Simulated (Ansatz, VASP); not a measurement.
# Pt in VASP and in Ansatz

```xyz
2
Lattice="1.3861 -3.8859 0.0000 1.3861 3.8859 0.0000 0.0000 0.0000 3.0304" Properties=species:S:1:pos:R:3 pbc="T T T"
Pt    1.3861   -2.8523    0.7576
Pt    1.3861    2.8523    2.2728
```

Alike in both runs: task single point; functional PBE; k mesh 8 × 8 × 6; occupations gaussian, width 0.1 eV; no spin polarisation.

```csv
,VASP,Ansatz
version,VASP 6.6.1,Ansatz 0.2.0
potentials or method,"VASP PAW PBE potentials, release 64 (Pt), cutoff 520 eV","scalar-relativistic, plane waves, PAW"
valence electrons in the cell,20,36
```

```tsv
	VASP	Ansatz	Ansatz less VASP
gap on the k mesh at the Fermi level (eV)	none	none	-
pressure (GPa)	5.2	5.7	+0.52
traceless stress, the component that is largest in VASP (GPa)	6.30	6.41	+0.109
rms of the force components (eV/Å)	0.326	0.334	+0.0075
```

Atom by atom the forces differ by 0.008 eV/Å (rms over components). A gap of «none» marks a metal or a gap that the smearing closes. With one functional, cell and mesh, what is left measures potentials, basis and numerics. VASP's potentials hold 20 valence electrons a cell and Ansatz's 36, so a difference there can come from the potentials and not from the codes.

Neither program's run includes spin-orbit coupling.
